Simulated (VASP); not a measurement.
Input of a VASP 6.6.1 run:

Contents of INCAR:

```
PREC = Accurate ; ENCUT = 520
EDIFF = 1E-8 ; ISMEAR = -1
SIGMA = 0.08 ; LREAL = F
LASPH = T ; NELM = 80
ALGO = Normal ; ISIF = 2
LWAVE = F ; LCHARG = F
GGA = PS ; LEFG = T
NBANDS = 9
```

File KPOINTS:

```
Automatic mesh
0
Gamma
  12 12 7
```

Contents of POSCAR:

```
Mg
1.0
    3.1437578123      0.0000000000      0.0000000000
   -1.5718789061      2.7225741288      0.0000000000
    0.0000000000      0.0000000000      5.1039668898
Mg
2
Direct
    0.3333333333      0.6666666667      0.2500000000
    0.6666666667      0.3333333333      0.7500000000
```

Potentials or basis: VASP PAW PBE potentials, release 64 (Mg).

Launch:

```bash
$ cat potpaw_PBE.64/Mg/POTCAR > POTCAR
$ mpirun -np 1 vasp_std > vasp.out
```

(1) Predict the band gap on the k mesh.

(2) Predict the pressure.

## Answers

(1) zero (bands 2 and 3 overlap by 2.25 eV).

(2) 1.2 GPa.

Caveat: without QUAD_EFG the Cq values of the log hold for a quadrupole moment of 1 mb, not for the nuclei; the PAW data sets were made with another functional, which shifts forces and pressure a little.
